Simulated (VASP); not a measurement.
Input of a VASP 6.6.1 run:

The input POSCAR:

```
Ba4Hf3ZrO12
1.0
    8.3261030000      0.0000000000      0.0000000000
    0.0000000000      8.3261030000      0.0000000000
    0.0000000000      0.0000000000      8.3261030000
Ba Hf Zr O
8 6 2 24
Direct
    0.0001580000      0.9999640000      0.0001350000
    0.0002070000      0.0002470000      0.5001050000
    0.0002050000      0.4996700000      0.9999940000
    0.0000130000      0.4997670000      0.5001590000
    0.4996540000      0.0002880000      0.0001100000
    0.4996410000      0.0002560000      0.5003630000
    0.4994800000      0.4994140000      0.0003420000
    0.4997210000      0.4998070000      0.5000030000
    0.2498840000      0.2499750000      0.2501530000
    0.2499230000      0.2499810000      0.7501140000
    0.2499630000      0.7499910000      0.2502250000
    0.2499040000      0.7499410000      0.7502260000
    0.7499300000      0.2499130000      0.2502190000
    0.7499350000      0.2500140000      0.7502170000
    0.7499490000      0.7499130000      0.2501580000
    0.7498500000      0.7500060000      0.7501920000
    0.2481510000      0.2477870000      0.0002690000
    0.2518400000      0.2521600000      0.5002870000
    0.2525280000      0.7523330000      0.0002020000
    0.2472590000      0.7475900000      0.5001750000
    0.7517470000      0.2534960000      0.0002670000
    0.7479400000      0.2468850000      0.5002460000
    0.7473210000      0.7469330000      0.0001860000
    0.7527000000      0.7533580000      0.5002040000
    0.0000280000      0.2506350000      0.2521570000
    0.0000920000      0.2495700000      0.7485940000
    0.0008010000      0.7498880000      0.2475830000
    0.0009230000      0.7503620000      0.7527640000
    0.4997920000      0.2500280000      0.2484190000
    0.4998820000      0.2502270000      0.7521870000
    0.4989960000      0.7505270000      0.2527850000
    0.4990900000      0.7496860000      0.7474930000
    0.2497160000      0.0001620000      0.2524540000
    0.2503080000      0.0000490000      0.7480560000
    0.2501200000      0.4999360000      0.2480170000
    0.2499200000      0.4998480000      0.7525540000
    0.7500110000      0.0010630000      0.2470500000
    0.7498900000      0.0009370000      0.7533560000
    0.7497540000      0.4992370000      0.2536110000
    0.7504370000      0.4990970000      0.7470440000
```

The input INCAR.step1:

```
SYSTEM = Ba4Hf3ZrO12
PREC = Accurate
ENCUT = 520
ISMEAR = -1
SIGMA = 0.05
LREAL = Auto
LASPH = .TRUE.
NELM = 60
ISYM = 0
NBANDS = 180
GGA = PE
ALGO = Normal
EDIFF = 1E-4
LWAVE = .TRUE.
LCHARG = .FALSE.
```

Contents of INCAR.step2:

```
SYSTEM = Ba4Hf3ZrO12
PREC = Accurate
ENCUT = 520
EDIFF = 1E-7
ISMEAR = -1
SIGMA = 0.05
LREAL = Auto
LASPH = .TRUE.
NELM = 60
ALGO = Normal
ISIF = 2
LWAVE = .FALSE.
LCHARG = .FALSE.
METAGGA = R2SCAN
LMIXTAU = .TRUE.
ISYM = 0
NBANDS = 180
ISTART = 1
```

File KPOINTS:

```
Automatic mesh
0
Gamma
  1 1 1
  0.25 0.25 0.25
```

Potentials or basis: VASP PAW PBE potentials, release 64 (Ba_sv, Hf_pv, Zr_sv, O).

Command:

```console
$ cat potpaw_PBE.64/Ba_sv/POTCAR potpaw_PBE.64/Hf_pv/POTCAR potpaw_PBE.64/Zr_sv/POTCAR potpaw_PBE.64/O/POTCAR > POTCAR
$ cp INCAR.step1 INCAR
$ mpirun -np 1 vasp_std > vasp.out
$ cp INCAR.step2 INCAR
$ mpirun -np 1 vasp_std > vasp.out
```

Problem. Estimate the band gap on the k mesh.

Solution. 4.81 eV.

Problem. Estimate the largest force.

Solution. 0.260 eV/Å.

Forces on the atoms (eV/Å):
```
Ba   0.013  0.020  0.000
Ba   0.008  0.007  0.007
Ba   0.007 -0.009  0.010
Ba   0.016 -0.008 -0.001
Ba  -0.011  0.007  0.008
Ba  -0.007  0.010 -0.008
Ba  -0.002  0.002 -0.007
Ba  -0.014 -0.014  0.009
Hf   0.002  0.005  0.006
Hf   0.004 -0.004  0.011
Hf  -0.005  0.002 -0.004
Hf   0.007  0.002 -0.006
Hf  -0.002  0.016 -0.002
Hf   0.002  0.000  0.001
Zr  -0.006  0.015  0.004
Zr   0.009 -0.003 -0.001
O    0.003  0.003 -0.006
O   -0.007 -0.003 -0.009
O   -0.008 -0.010  0.001
O    0.012  0.012  0.006
O   -0.006 -0.022  0.000
O    0.013  0.010  0.003
O    0.003  0.001  0.001
O   -0.008 -0.006 -0.002
O    0.002 -0.016 -0.004
O    0.004  0.010 -0.002
O    0.256  0.003 -0.001
O    0.245 -0.006  0.001
O   -0.002 -0.002  0.004
O   -0.006 -0.002 -0.007
O   -0.246 -0.010  0.000
O   -0.254  0.005  0.003
O   -0.005  0.003 -0.004
O    0.000  0.007  0.001
O    0.004 -0.003  0.003
O   -0.009 -0.006 -0.006
O    0.008  0.242  0.002
O   -0.009  0.251 -0.001
O   -0.006 -0.259 -0.010
O   -0.003 -0.247  0.001
```

Caveat: the PAW data sets were made with another functional, which shifts forces and pressure a little; spin-orbit coupling is left out, which moves the levels of the heavy elements; a shifted mesh leaves out Γ, where band edges can lie. A k mesh can miss the band edges.
